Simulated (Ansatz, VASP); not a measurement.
# Two plane-wave programs on TaGe2N3

INCAR

```
PREC = Accurate
ENCUT = 600
EDIFF = 1E-6
ISMEAR = 0
SIGMA = 0.1
LREAL = False
LASPH = True
NELM = 80
ALGO = Normal
ISIF = 3
LWAVE = False
LCHARG = False
GGA = PE
IBRION = 2
NSW = 90
EDIFFG = -0.04
```

The input KPOINTS:

```
Automatic mesh
0
Gamma
  6 6 4
```

POSCAR

```
TaGe2N3
1.0
    5.1749186300      0.0000000000      0.0000000000
   -2.5874593100      4.4816109900      0.0000000000
    0.0000000000      0.0000000000      3.9404608000
Ta Ge N
1 2 3
Direct
    0.0000000000      0.0000000000      0.0000000000
    0.3333333300      0.6666666700      0.0000000000
    0.6666666700      0.3333333300      0.0000000000
    0.3333333300      0.6666666700      0.5000000000
    0.6666666700      0.3333333300      0.5000000000
    0.0000000000      0.0000000000      0.5000000000
```

Input for Ansatz:

```yaml
crystal:
  lattice:
    - [5.17491863, 0.0, 0.0]
    - [-2.58745931, 4.48161099, 0.0]
    - [0.0, 0.0, 3.9404608]
  atoms:
    - { symbol: Ta, position: [0.0, 0.0, 0.0] }
    - { symbol: Ge, position: [0.33333333, 0.66666667, 0.0] }
    - { symbol: Ge, position: [0.66666667, 0.33333333, 0.0] }
    - { symbol: "N", position: [0.33333333, 0.66666667, 0.5] }
    - { symbol: "N", position: [0.66666667, 0.33333333, 0.5] }
    - { symbol: "N", position: [0.0, 0.0, 0.5] }
basis:
  ecutwfc: 420
kpoints:
  mp_grid: { grid: [6, 6, 4] }
hamiltonian:
  xc: pbe
scf:
  occupations: { method: gaussian, width: 0.1 }
  lower_state_search: "off"
output:
  forces: true
  stress: true
  eigenvalues: true
relax:
  adjacent_minimum: "off"
  f_tol: 0.04
  max_steps: 70
  cell: { stress_tol: 0.4 }
```

Alike in both runs: task relaxation of cell and atoms; functional PBE; k mesh 6 × 6 × 4; occupations gaussian, width 0.1 eV; no spin polarisation.

|  | VASP | Ansatz |
| --- | --- | --- |
| version | VASP 6.6.1 | Ansatz 0.2.0 |
| potentials or method | VASP PAW PBE potentials, release 64 (Ta_pv, Ge_d, N), cutoff 600 eV | scalar-relativistic, plane waves, PAW |
| valence electrons in the cell | 54 | 56 |

|  | VASP | Ansatz | Ansatz less VASP |
| --- | --- | --- | --- |
| gap on the k mesh at the Fermi level, each at its own relaxed structure (eV) | none | none | - |
| relaxed volume (Å³/atom) | 14.69 | 14.63 | -0.068 |
| relaxed length of the cell vector where the two differ most in proportion (Å) | 5.145 | 5.127 | -0.0185 |

A gap of «none» marks a metal or a gap that the smearing closes. VASP's potentials hold 54 valence electrons a cell and Ansatz's 56, so a difference there can come from the potentials and not from the codes.

The k mesh is coarse, so the values compare programs but aren't converged. Neither program's run includes spin-orbit coupling.
